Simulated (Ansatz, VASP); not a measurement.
# Two plane-wave programs on CuI

```
Cu I
1.0
     0.00000    3.01173    3.01173
     3.01173    0.00000    3.01173
     3.01173    3.01173    0.00000
Cu I
1 1
Direct
  0.25000 0.25000 0.25000
  0.00000 0.00000 0.00000
```

Alike in both runs: functional r2SCAN; k mesh 8 × 8 × 8; occupations gaussian, width 0.02 eV; no spin polarisation.

Ansatz relaxed the structure, and its values are those at the end. VASP's run is a single point on that final structure, the one shown.

|  | VASP | Ansatz |
| --- | --- | --- |
| version | VASP 6.6.1 | Ansatz 0.2.0 |
| potentials or method | VASP PAW PBE potentials, release 64 (Cu, I), cutoff 520 eV | scalar-relativistic, plane waves, PAW |
| valence electrons in the cell | 18 | 36 |

```csv
,VASP,Ansatz,Ansatz less VASP
gap on the k mesh at the Fermi level (eV),1.67,1.67,-0.005
least direct gap on the mesh (eV),1.67,1.67,-0.005
pressure (GPa),0.0,0.0,+0.03
```

VASP's potentials were made for PBE, not for r2SCAN. VASP's potentials hold 18 valence electrons a cell and Ansatz's 36, so a difference there can come from the potentials and not from the codes.

Neither program's run includes spin-orbit coupling.
